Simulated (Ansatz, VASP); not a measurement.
**Al2Cu: VASP beside Ansatz**

```
Al Cu
1.0
     4.10518    0.00000    0.00000
     0.00000    4.10518    0.00000
     0.00000    0.00000    2.89131
Al Cu
2 1
Direct
  0.50000 0.00000 0.50000
  0.00000 0.50000 0.50000
  0.00000 0.00000 0.00000
```

Alike in both runs: task single point; functional PBE; k mesh 10 × 10 × 14; occupations gaussian, width 0.02 eV; no spin polarisation.

|  | VASP | Ansatz |
| --- | --- | --- |
| version | VASP 6.6.1 | Ansatz 0.2.0 |
| potentials or method | VASP PAW PBE potentials, release 64 (Al, Cu), cutoff 520 eV | scalar-relativistic, plane waves, PAW |
| valence electrons in the cell | 17 | 25 |

Ansatz gave:

| Property | Result |
| --- | --- |
| gap on the k mesh at the Fermi level (eV) | none |
| pressure (GPa) | 0.5 |
| traceless stress, the component that is largest in VASP (GPa) | -0.26 |

Question: What did VASP give for the same quantities?

Answer: gap on the k mesh at the Fermi level (eV): none; pressure (GPa): 0.6; traceless stress, the component that is largest in VASP (GPa): -0.29.

A gap of «none» marks a metal or a gap that the smearing closes. VASP's potentials hold 17 valence electrons a cell and Ansatz's 25, so a difference there can come from the potentials and not from the codes.
